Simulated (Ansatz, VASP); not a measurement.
# Zn: VASP beside Ansatz

```xyz
2
Lattice="2.6671 0.0000 0.0000 -1.3335 2.3097 0.0000 0.0000 0.0000 4.8927" Properties=species:S:1:pos:R:3 pbc="T T T"
Zn    0.0000    1.5398    1.2232
Zn    1.3335    0.7699    3.6695
```

Alike in both runs: functional PBE; k mesh 16 × 16 × 9; occupations fermi-dirac, width 0.05 eV; no spin polarisation.

Ansatz relaxed the structure, and its values are those at the end. VASP's run is a single point on that final structure, the one shown.

|  | VASP | Ansatz |
| --- | --- | --- |
| version | VASP 6.6.1 | Ansatz 0.2.0 |
| potentials or method | VASP PAW PBE potentials, release 64 (Zn) | PAW with Ansatz's default frozen-core files, scalar-relativistic |
| plane-wave cutoff (eV) | 520 | 420 |
| valence electrons in the cell | 24 | 24 |

```tsv
	VASP	Ansatz	Ansatz less VASP
pressure (GPa)	0.3	0.0	-0.34
```
